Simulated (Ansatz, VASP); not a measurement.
Given: the input of a run of Ansatz 0.2.0 on SiNi3.

The input input.yaml:

```yaml
crystal:
  lattice:
    - [3.611468617, 0.0, 0.0]
    - [0.0, 3.611468617, 0.0]
    - [0.0, 0.0, 3.611468617]
  atoms:
    - { symbol: Ni, position: [0.5, 0.5, 0.0], spin: 1.0 }
    - { symbol: Ni, position: [0.5, 0.0, 0.5], spin: 1.0 }
    - { symbol: Ni, position: [0.0, 0.5, 0.5], spin: 1.0 }
    - { symbol: Si, position: [0.0, 0.0, 0.0] }
hamiltonian:
  xc: lda
  pseudopotentials: { kind: paw }
magnetization:
  spin_polarized: true
kpoints:
  mp_grid: { grid: [8, 8, 8] }
scf:
  occupations: { method: fermi_dirac, width: 0.05 }
output:
  forces: true
  stress: true
  eigenvalues: true
```

Potentials or basis: Ansatz PAW.

Run with:

```sh
$ ansatz run input.yaml --threads 1 --pin off --max-ram 3584MiB --backend cpu --events-out ev --progress --plain --runs-dir out
```

Task: Translate it to VASP 6.6.1. Potentials there: VASP PAW LDA potentials, release 64 (Ni, Si).

Result: As run (the cutoff follows the program's own potentials):

Contents of INCAR:

```
SYSTEM = SiNi3
PREC = Accurate
ENCUT = 520
EDIFF = 1E-6
ISMEAR = -1
SIGMA = 0.05
LREAL = .FALSE.
LASPH = .TRUE.
NELM = 150
ALGO = Normal
ISIF = 2
LWAVE = .FALSE.
LCHARG = .FALSE.
ISPIN = 2
MAGMOM = 1 1 1 0
LORBIT = 11
LMAXMIX = 4
GGA = CA
NBANDS = 29
```

File KPOINTS:

```
regular mesh
0
G
  8 8 8
  0 0 0
```

POSCAR

```
SiNi3
1.0
    3.6114686170      0.0000000000      0.0000000000
    0.0000000000      3.6114686170      0.0000000000
    0.0000000000      0.0000000000      3.6114686170
Ni Si
3 1
Direct
    0.5000000000      0.5000000000      0.0000000000
    0.5000000000      0.0000000000      0.5000000000
    0.0000000000      0.5000000000      0.5000000000
    0.0000000000      0.0000000000      0.0000000000
```

Potentials or basis: VASP PAW LDA potentials, release 64 (Ni, Si).

Command:

```console
$ cat potpaw_LDA.64/Ni/POTCAR potpaw_LDA.64/Si/POTCAR > POTCAR
$ mpirun -np 1 vasp_std > vasp.out
```

Both were run:

|  | VASP | Ansatz | Ansatz less VASP |
| --- | --- | --- | --- |
| gap on the k mesh at the Fermi level (eV) | none | none | - |
| pressure (GPa) | -27.6 | -28.0 | -0.40 |
| net moment per atom (μB) | 0.00 | 0.00 | 0.000 |

LDA's correlation is that of Perdew and Zunger in VASP and of Perdew and Wang (1992) in Ansatz. A gap of «none» marks a metal or a gap that the smearing closes. VASP's potentials hold 34 valence electrons a cell and Ansatz's 58, so a difference there can come from the potentials and not from the codes.
